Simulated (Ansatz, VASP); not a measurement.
**Two plane-wave programs on ZrIn2Se3**

```
Zr In Se
1.0
     3.91710    0.00000    0.00000
     0.00000    3.91710    0.00000
     0.00000    0.00000    9.20992
Zr In Se
1 2 3
Direct
  0.50000 0.50000 0.00000
  0.50000 0.00000 0.69886
  0.00000 0.50000 0.30114
  0.50000 0.00000 0.36557
  0.00000 0.50000 0.63443
  0.00000 0.00000 0.00000
```

Change from the starting cell: species swapped into the Hf2SiAs3 type (P-4m2, No. 115).

Alike in both runs: functional PBE; k mesh 10 × 10 × 4; occupations gaussian, width 0.1 eV; no spin polarisation.

Ansatz relaxed the structure, and its values are those at the end. VASP's run is a single point on that final structure, the one shown.

```csv
,VASP,Ansatz
version,VASP 6.6.1,Ansatz 0.2.0
potentials or method,"VASP PAW PBE potentials, release 64 (Zr_sv, In_d, Se), cutoff 520 eV","scalar-relativistic, plane waves, PAW"
valence electrons in the cell,56,86
```

|  | VASP | Ansatz | Ansatz less VASP |
| --- | --- | --- | --- |
| gap on the k mesh at the Fermi level (eV) | none | none | - |
| pressure (GPa) | 0.0 | 0.0 | -0.04 |

A gap of «none» marks a metal or a gap that the smearing closes. The functional is the same, so the differences come from potentials, cutoffs and numerics. VASP's potentials hold 56 valence electrons a cell and Ansatz's 86, so a difference there can come from the potentials and not from the codes.
